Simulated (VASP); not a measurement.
## ZnS: single point with PBE

Crystal: ZnS.

```
Zn S
1.0
     3.79213    0.00000    0.00000
    -1.89607    3.28408    0.00000
     0.00000    0.00000    6.25871
Zn S
2 2
Cartesian
  0.0000 2.1894 0.0058
  1.8961 1.0947 3.1351
  0.0000 2.1894 2.3412
  1.8961 1.0947 5.4706
```

This cell differs from its parent crystal: epitaxial xy strain -0.3%.

| Quantity | Value |
| --- | --- |
| Program | VASP 6.6.1 |
| Task | single point |
| Functional | PBE |
| Potentials or basis | VASP PAW PBE potentials, release 64 (Zn, S) |
| Cutoff | 520 eV |
| k mesh | 12 × 12 × 4 |
| Occupations | fermi-dirac, width 0.02 eV |
| Spin | no spin polarisation |

* Pressure: 2.8 GPa
* Band gap on the k mesh: 2.22 eV, direct

Forces on the atoms (eV/Å):
```
Zn   0.000  0.000  0.003
Zn   0.000  0.000  0.003
S    0.000  0.000 -0.003
S    0.000  0.000 -0.003
```

Stress tensor (GPa, compression positive):
```
2.98 0.00 0.00
0.00 2.98 0.00
0.00 0.00 2.44
```

Levels at points of the mesh, in eV from the valence-band top:
| k point | band 16 | band 17 | band 18 | band 19 | band 20 | band 21 |
| --- | --- | --- | --- | --- | --- | --- |
| (0.00, 0.00, 0.00) | -0.11 | 0.00 | 0.00 | 2.22 | 3.16 | 6.33 |
| (0.50, 0.00, 0.00) | -2.26 | -1.73 | -0.90 | 3.68 | 4.25 | 5.07 |
| (0.00, 0.00, 0.50) | -0.47 | -0.47 | -0.47 | 3.60 | 3.60 | 6.78 |
| (0.50, 0.00, 0.50) | -1.69 | -1.63 | -1.63 | 3.52 | 3.52 | 5.21 |

Wall time 61 s on 1 thread of Intel(R) Xeon(R) Platinum 8488C (Sapphire Rapids) (shared host), peak memory 0.24 GiB.

Caveat: the cell differs from its parent crystal (epitaxial xy strain -0.3%). A k mesh can miss the band edges.
